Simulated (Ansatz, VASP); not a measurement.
Sn: VASP beside Ansatz

INCAR

```
ALGO = Normal
EDIFF = 1E-6
ENCUT = 520
GGA = PE
ISIF = 2
ISMEAR = -1
LASPH = T
LCHARG = F
LREAL = F
LWAVE = F
NBANDS = 21
NELM = 100
PREC = Accurate
SIGMA = 0.05
```

KPOINTS

```
k-points
0
Gamma
  8 8 8
```

The input POSCAR:

```
Sn
1.0
   -2.9548411576      2.9548411576      1.5993019889
    2.9548411576     -2.9548411576      1.5993019889
    2.9254397530      2.9254397530     -1.5993019889
Sn
2
Direct
    0.0000000000      0.0000000000      0.0000000000
    0.7500000000      0.2500000000      0.5000000000
```

Contents of input.yaml:

```yaml
crystal:
  lattice:
    - [-2.9548411576, 2.9548411576, 1.5993019889]
    - [2.9548411576, -2.9548411576, 1.5993019889]
    - [2.925439753, 2.925439753, -1.5993019889]
  atoms:
    - { symbol: Sn, position: [0.0, 0.0, 0.0] }
    - { symbol: Sn, position: [0.75, 0.25, 0.5] }
hamiltonian:
  xc: pbe
  pseudopotentials: { kind: paw }
kpoints:
  mp_grid: { grid: [8, 8, 8] }
scf:
  occupations: { method: fermi_dirac, width: 0.05 }
output:
  forces: true
  stress: true
  eigenvalues: true
```

Alike in both runs: task single point; functional PBE; k mesh 8 × 8 × 8; occupations fermi-dirac, width 0.05 eV; no spin polarisation.

```csv
,VASP,Ansatz
version,VASP 6.6.1,Ansatz 0.2.0
potentials or method,"VASP PAW PBE potentials, release 64 (Sn_d)",Ansatz PAW
plane-wave cutoff (eV),520,420
valence electrons in the cell,28,28
```

```csv
,VASP,Ansatz,Ansatz less VASP
gap on the k mesh at the Fermi level (eV),none,none,-
pressure (GPa),1.4,1.4,+0.05
"traceless stress, the component that is largest in VASP (GPa)",0.90,0.90,-0.005
```

A gap of «none» marks a metal or a gap that the smearing closes. With one functional, cell and mesh, what is left measures potentials, basis and numerics.
